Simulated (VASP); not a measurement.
# FePb: single point with PBE

The system is FePb.

```
CELL_PARAMETERS angstrom
3.26096 0.00000 0.00000
0.00000 3.26096 0.00000
0.00000 0.00000 3.26096
ATOMIC_POSITIONS crystal
Fe 0.00000 0.00000 0.00000
Pb 0.50000 0.50000 0.50000
```

```json
{
  "Program": "VASP 6.6.1",
  "Task": "single point",
  "Functional": "PBE",
  "Potentials or basis": "VASP PAW PBE potentials, release 64 (Fe, Pb_d)",
  "Cutoff": "520 eV",
  "k mesh": "12 × 12 × 12",
  "Occupations": "gaussian, width 0.1 eV",
  "Spin": "no spin polarisation"
}
```

| Quantity | Value |
| --- | --- |
| Pressure | -0.1 GPa |
| Band gap on the k mesh | zero (bands 11 and 12 overlap by 0.22 eV) |

Levels at points of the mesh, in eV from the Fermi level:
```
           k point  band 7  band 8  band 9  band 10  band 11  band 12  band 13  band 14  band 15  band 16
(0.00, 0.00, 0.00)   -1.52   -1.52   -0.26    -0.26    -0.26     2.88     2.88     2.88     6.25     9.48
(0.50, 0.00, 0.00)   -6.40   -1.53   -1.24    -1.24    -0.34     0.22     7.54     7.54     8.68    10.04
(0.50, 0.50, 0.00)   -3.60   -3.60   -1.59    -0.56    -0.56     0.10     0.70     2.15     8.35    10.40
(0.50, 0.50, 0.50)   -3.51   -3.51   -3.51     0.13     0.13     3.14     3.14     3.14     3.20     3.20
```

Run time: 21 s on 1 thread of Intel(R) Xeon(R) Platinum 8488C (Sapphire Rapids), with other jobs on the host, peak memory 0.18 GiB.

Caveat: spin-orbit coupling is left out, which moves the levels of the heavy elements; the run has no spin polarisation, though such a crystal can be magnetic. Spin polarisation is off, so any magnetic state and its effect on volume and gap are missing.
